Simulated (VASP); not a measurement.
# BiP (rocksalt type) (Fm-3m) in VASP: further runs

Runs on BiP (rocksalt type). Level: PBE. Tasks: single point.

Everything below comes from runs of VASP 6.6.1. Logs are shortened: lines on timing, memory, paths and dates and some standing lists are left out, and cuts for length are marked.

**1. The cell of the first run**

Symmetry: Fm-3m, No. 225, cubic system. Conventional cell: a = 5.886 Å, b = 5.886 Å, c = 5.886 Å, α = 90.00°, β = 90.00°, γ = 90.00°. Within 3.9 Å of Bi (site symmetry m-3m) lie 6 P at 2.94 Å. Within 3.9 Å of P (site symmetry m-3m) lie 6 Bi at 2.94 Å.

**2. Single point, PBE (25.50 Å³/atom)**

File INCAR:

```
  PREC = Accurate
  ENCUT = 520
  EDIFF = 1E-7
  ISMEAR = -1
  SIGMA = 0.05
  LREAL = F
  LASPH = T
  NELM = 60
  ALGO = Normal
  ISIF = 2
  LWAVE = F
  LCHARG = T
  GGA = PE
  LELF = T
  LVHAR = T
  NBANDS = 17
```

File KPOINTS:

```
Automatic mesh
0
Gamma
  12 12 12
```

File POSCAR:

```
BiP
1.0
    0.0000000000      2.9432416832      2.9432416832
    2.9432416832      0.0000000000      2.9432416832
    2.9432416832      2.9432416832      0.0000000000
Bi P
1 1
Direct
    0.0000000000      0.0000000000      0.0000000000
    0.5000000000      0.5000000000      0.5000000000
```

Potentials or basis: VASP PAW PBE potentials, release 64 (Bi_d, P).

Run with:

```console
cat potpaw_PBE.64/Bi_d/POTCAR potpaw_PBE.64/P/POTCAR > POTCAR
mpirun -np 1 vasp_std > vasp.out
```

OUTCAR:

```text
PREC = Accurate
   ENCUT = 520
   EDIFF = 1E-7
   ISMEAR = -1
   LREAL = F
   LASPH = T
   NELM = 60
   ISIF = 2
   GGA = PE

 ion  position               nearest neighbor table
   1  0.000  0.000  0.000-   2 2.94   2 2.94   2 2.94   2 2.94   2 2.94   2 2.94
   2  0.500  0.500  0.500-   1 2.94   1 2.94   1 2.94   1 2.94   1 2.94   1 2.94

  LATTYP: Found a face centered cubic cell.
 ALAT       =     5.8864833664

  Lattice vectors:

 A1 = (   0.0000000000,   2.9432416832,   2.9432416832)
 A2 = (   2.9432416832,   0.0000000000,   2.9432416832)
 A3 = (   2.9432416832,   2.9432416832,   0.0000000000)

Analysis of symmetry for initial positions (statically):
=====================================================================
 Subroutine PRICEL returns:
 Original cell was already a primitive cell.

 Routine SETGRP: Setting up the symmetry group for a
 face centered cubic supercell.

 Subroutine GETGRP returns: Found 48 space group operations
 (whereof 48 operations were pure point group operations)
 out of a pool of 48 trial point group operations.

The static configuration has the point symmetry O_h .

Analysis of symmetry for dynamics (positions and initial velocities):
=====================================================================
 Subroutine PRICEL returns:
 Original cell was already a primitive cell.

 Routine SETGRP: Setting up the symmetry group for a
 face centered cubic supercell.

 Subroutine GETGRP returns: Found 48 space group operations
 (whereof 48 operations were pure point group operations)
 out of a pool of 48 trial point group operations.

The dynamic configuration has the point symmetry O_h .

 Subroutine INISYM returns: Found 48 space group operations
 (whereof 48 operations are pure point group operations),
 and found     1 'primitive' translations

----------------------------------------------------------------------------------------

                                     Primitive cell

  volume of cell :      50.9927

  direct lattice vectors                    reciprocal lattice vectors
     0.000000000  2.943241683  2.943241683    -0.169880714  0.169880714  0.169880714
     2.943241683  0.000000000  2.943241683     0.169880714 -0.169880714  0.169880714
     2.943241683  2.943241683  0.000000000     0.169880714  0.169880714 -0.169880714

  length of vectors
     4.162372306  4.162372306  4.162372306     0.294242029  0.294242029  0.294242029

  position of ions in fractional coordinates (direct lattice)
     0.000000000  0.000000000  0.000000000
     0.500000000  0.500000000  0.500000000

  ion indices of the primitive-cell ions
   primitive index   ion index
                 1           1
                 2           2

----------------------------------------------------------------------------------------

 KPOINTS: Automatic mesh

Automatic generation of k-mesh.
 Grid dimensions read from file:
 generate k-points for:   12   12   12

 Generating k-lattice:

  Cartesian coordinates                     Fractional coordinates (reciprocal lattice)
    -0.014156726  0.014156726  0.014156726     0.083333333  0.000000000  0.000000000
     0.014156726 -0.014156726  0.014156726     0.000000000  0.083333333  0.000000000
     0.014156726  0.014156726 -0.014156726     0.000000000  0.000000000  0.083333333

  Length of vectors
     0.024520169  0.024520169  0.024520169

  Shift w.r.t. Gamma in fractional coordinates (k-lattice)
     0.000000000  0.000000000  0.000000000

 Subroutine IBZKPT returns following result:
 ===========================================

 Found     72 irreducible k-points:

 Following reciprocal coordinates:
            Coordinates               Weight
  0.000000  0.000000  0.000000      1.000000
  0.083333  0.000000  0.000000      8.000000
  0.166667  0.000000  0.000000      8.000000
  0.250000  0.000000  0.000000      8.000000
  0.333333  0.000000  0.000000      8.000000
  0.416667  0.000000  0.000000      8.000000
[... 16 lines left out ...]
  0.500000  0.166667  0.000000     24.000000
 -0.416667  0.166667  0.000000     24.000000
 [... further k-points ...]
   k-points           NKPTS =     72   k-points in BZ     NKDIM =     72   number of bands    NBANDS=     17
   number of dos      NEDOS =    301   number of ions     NIONS =      2
   total plane-waves  NPLWV =  32768
   dimension x,y,z NGX =    32 NGY =   32 NGZ =   32
   dimension x,y,z NGXF=    64 NGYF=   64 NGZF=   64
   ions per type =               1   1
   NGX,Y,Z   is equivalent  to a cutoff of  12.78, 12.78, 12.78 a.u.
   NGXF,Y,Z  is equivalent  to a cutoff of  25.56, 25.56, 25.56 a.u.
 SYSTEM =  unknown system
   PREC   = accura    normal or accurate (medium, high low for compatibility)
   ISTART =      0    job   : 0-new  1-cont  2-samecut
   ICHARG =      2    charge: 1-file 2-atom 10-const
   ISPIN  =      1    spin polarized calculation?
   LNONCOLLINEAR =      F non collinear calculations
   LSORBIT =      F    spin-orbit coupling
   LASPH  =      T    aspherical Exc in radial PAW
   ENCUT  =  520.0 eV  38.22 Ry    6.18 a.u.   7.74  7.74  7.74*2*pi/ulx,y,z
   NELM   =     60;   NELMIN=  2; NELMDL= -5     # of ELM steps
   EDIFF  = 0.1E-06   stopping-criterion for ELM
   LREAL  =      F    real-space projection
   EDIFFG = 0.1E-05   stopping-criterion for IOM
   NSW    =      0    number of steps for IOM
   IBRION =     -1    ionic relax: 0-MD 1-quasi-New 2-CG
   NFREE  =      0    steps in history (QN), initial steepest desc. (CG)
   ISIF   =      2    stress and relaxation
   ISYM   =      2    0-nonsym 1-usesym 2-fastsym
   POTIM  = 0.5000    time-step for ionic-motion
   TEBEG  =    0.0;   TEEND  =   0.0 temperature during run
   PSTRESS=    0.0 pullay stress
   NELECT =      20.0000    total number of electrons
   NUPDOWN=      -1.0000    fix difference up-down
   EMIN   =  10.00;   EMAX   =-10.00  energy-range for DOS
   EFERMI =   0.00;   METHOD = LEGACY
   ISMEAR =    -1;   SIGMA  =   0.05  broadening in eV -4-tet -1-fermi 0-gaus
   EFERMI_NEDOS =   21; number of points for ismear=-14 and -15
   IALGO  =     38    algorithm
   IMIX   =      4    mixing-type and parameters
     AMIX     =   0.40;   BMIX     =  1.00
     AMIX_MAG =   1.60;   BMIX_MAG =  1.00
  volume/ion in A,a.u.               =      25.50       172.06
  Fermi-wavevector in a.u.,A,eV,Ry     =   1.198346  2.264546 19.538418  1.436033
  Thomas-Fermi vector in A             =   2.334237
   LORBIT       =      0    0 simple, 1 ext, 2 COOP (PROOUT), +10 PAW based schemes
   GGA     = PE    functional components
   LHFCALC =     F    Hartree Fock is set to
   AEXX    =    0.0000 exact exchange contribution
   IVDW    =     0    specifies the selected vdW correction
   LEPSILON=     F    determine dielectric tensor
   LRPA    =     F    only Hartree local field effects (RPA)
 non-spin polarized calculation
  energy-cutoff  :      520.00
  volume of cell :       50.99
 maximum number of plane-waves:      1391
   NGX = 15   NGY = 15   NGZ = 15

 number of electron      20.0000002 magnetization

 Free energy of the ion-electron system (eV)
  ---------------------------------------------------
  ext. energy  EPLUGINS =         0.00000000
  ---------------------------------------------------
  free energy    TOTEN  =        -9.03791533 eV

  energy without entropy =       -9.03682439  energy(sigma->0) =       -9.03736986

 E-fermi :   6.9838     XC(G=0): -10.0486

 val. band max:        6.8295681456   @ k =  -0.1667   0.1667   0.0000
 cond. band min:       6.9840290037   @ k =   0.5000   0.0000   0.0000
 fundamental gap:      0.1544608581
 Fermi energy:         6.9838467470

 k-point     1 :       0.0000    0.0000    0.0000
  band No.  band energies     occupation
      1     -16.1522      2.00000
      2     -16.1522      2.00000
      3     -16.1522      2.00000
      4     -16.1439      2.00000
      5     -16.1439      2.00000
      6      -6.6925      2.00000
[... 9 lines left out ...]
     16      12.5733      0.00000
     17      14.8325      0.00000

 k-point     2 :       0.0833    0.0000    0.0000
  band No.  band energies     occupation
      1     -16.1519      2.00000
      2     -16.1513      2.00000
      3     -16.1513      2.00000
      4     -16.1441      2.00000
      5     -16.1441      2.00000
      6      -6.6118      2.00000
[... 9 lines left out ...]
     16      12.7381      0.00000
     17      15.3779      0.00000

 k-point     3 :       0.1667    0.0000    0.0000
  band No.  band energies     occupation
      1     -16.1510      2.00000
      2     -16.1504      2.00000
      3     -16.1504      2.00000
      4     -16.1427      2.00000
      5     -16.1427      2.00000
      6      -6.3707      2.00000
[... 9 lines left out ...]
     16      13.1767      0.00000
     17      16.5673      0.00000

 k-point     4 :       0.2500    0.0000    0.0000
  band No.  band energies     occupation
      1     -16.1520      2.00000
      2     -16.1520      2.00000
      3     -16.1498      2.00000
      4     -16.1381      2.00000
      5     -16.1381      2.00000
      6      -5.9742      2.00000
[... 9 lines left out ...]
     16      13.8519      0.00000
     17      18.0555      0.00000
[... 343 lines left out ...]
      1     -16.1595      2.00000
      2     -16.1493      2.00000
      3     -16.1477      2.00000
      4     -16.1344      2.00000
      5     -16.1273      2.00000
      6      -4.9951      2.00000
[... 9 lines left out ...]
     16      16.4604      0.00000
     17      17.6179      0.00000

 k-point    23 :       0.5000    0.1667    0.0000
  band No.  band energies     occupation
      1     -16.1602      2.00000
      2     -16.1497      2.00000
      3     -16.1458      2.00000
      4     -16.1326      2.00000
      5     -16.1263      2.00000
      6      -4.3843      2.00000
[... 9 lines left out ...]
     16      16.5634      0.00000
     17      17.3397      0.00000

 k-point    24 :      -0.4167    0.1667    0.0000
  band No.  band energies     occupation
      1     -16.1593      2.00000
      2     -16.1509      2.00000
      3     -16.1441      2.00000
      4     -16.1315      2.00000
      5     -16.1283      2.00000
      6      -4.2045      2.00000
[... 9 lines left out ...]
     16      15.6399      0.00000
     17      18.1499      0.00000

 [... further k-points ...]

------------------------ aborting loop because EDIFF is reached ----------------------------------------

  FORCE on cell =-STRESS in cart. coord.  units (eV):
  Direction    XX          YY          ZZ          XY          YZ          ZX
  --------------------------------------------------------------------------------------
  -------------------------------------------------------------------------------------
  Total       -0.4344397     -0.4344397     -0.4344397     -0.0000000      0.0000000      0.0000000
  in kB      -13.6499892    -13.6499892    -13.6499892     -0.0000000      0.0000000      0.0000000
  external PRESSURE =     -13.6499892 kB  Pullay stress =       0.0000000 kB

 VOLUME and BASIS-vectors are now :
 -----------------------------------------------------------------------------
  energy-cutoff  :      520.00
  volume of cell :       50.99
      direct lattice vectors                 reciprocal lattice vectors
     0.000000000  2.943241683  2.943241683    -0.169880714  0.169880714  0.169880714
     2.943241683  0.000000000  2.943241683     0.169880714 -0.169880714  0.169880714
     2.943241683  2.943241683  0.000000000     0.169880714  0.169880714 -0.169880714

 POSITION                                       TOTAL-FORCE (eV/Angst)
 -----------------------------------------------------------------------------------
      0.00000      0.00000      0.00000         0.000000      0.000000     -0.000000
      2.94324      2.94324      2.94324        -0.000000      0.000000      0.000000
 -----------------------------------------------------------------------------------
    total drift:                                0.000000     -0.000000     -0.000000

  FREE ENERGIE OF THE ION-ELECTRON SYSTEM (eV)
  ---------------------------------------------------
  free  energy   TOTEN  =        -9.0379153321 eV

  energy  without entropy=       -9.0368243877  energy(sigma->0) =       -9.03736986
```

Run time: 21 s. Hardware: 1 thread of Intel Xeon 6975P-C (Granite Rapids), shared host; peak memory 0.21 GiB.

Results:

```
Free energy            : -9.0379 eV
Pressure               : -1.4 GPa
Band gap on the k mesh : 0.01 eV
```

Caveat: spin-orbit coupling is left out, which moves the levels of the heavy elements. A k mesh can miss the band edges.

**3. Single point, PBE (26.00 Å³/atom)**

This run uses another cell than the first one, of 26.00 Å³/atom.

File INCAR:

```
SYSTEM = BiP
PREC = Accurate
ENCUT = 520
EDIFF = 1E-6
ISMEAR = -1
SIGMA = 0.05
LREAL = .False.
LASPH = .True.
NELM = 80
ALGO = Normal
ISIF = 2
LWAVE = .False.
LCHARG = .False.
GGA = PE
NBANDS = 17
```

File KPOINTS:

```
Automatic mesh
0
Gamma
  12 12 12
  0 0 0
```

File POSCAR:

```
BiP
1.0
    0.0000000000      2.9623541777      2.9623541777
    2.9623541777      0.0000000000      2.9623541777
    2.9623541777      2.9623541777      0.0000000000
Bi P
1 1
Direct
    0.0000000000      0.0000000000      0.0000000000
    0.5000000000      0.5000000000      0.5000000000
```

Potentials or basis: VASP PAW PBE potentials, release 64 (Bi_d, P).

Run with:

```console
cat potpaw_PBE.64/Bi_d/POTCAR potpaw_PBE.64/P/POTCAR > POTCAR
mpirun -np 1 vasp_std > vasp.out
```

Run time: 21 s. Hardware: 1 thread of Intel Xeon 6975P-C (Granite Rapids), shared host; peak memory 0.21 GiB.

It converged, with:

```yaml
Free_energy: -9.0259 eV
Pressure: -2.6 GPa
Band_gap_on_the_k_mesh: 0.01 eV
```

Levels at points of the mesh, in eV from the valence-band top:
```
           k point  band 6  band 7  band 8  band 9  band 10  band 11  band 12  band 13  band 14  band 15
(0.00, 0.00, 0.00)  -13.51   -5.86   -1.61   -1.61    -1.61     3.81     3.81     3.81     5.64     5.64
(0.50, 0.00, 0.00)  -11.20  -10.20   -0.81   -0.81     0.00     0.01     0.13     0.13     8.76     9.31
(0.50, 0.50, 0.00)  -11.11   -8.35   -5.63   -3.48    -3.48     2.78     5.39     5.39     6.57    10.03
```

Caveat: spin-orbit coupling is left out, which moves the levels of the heavy elements.
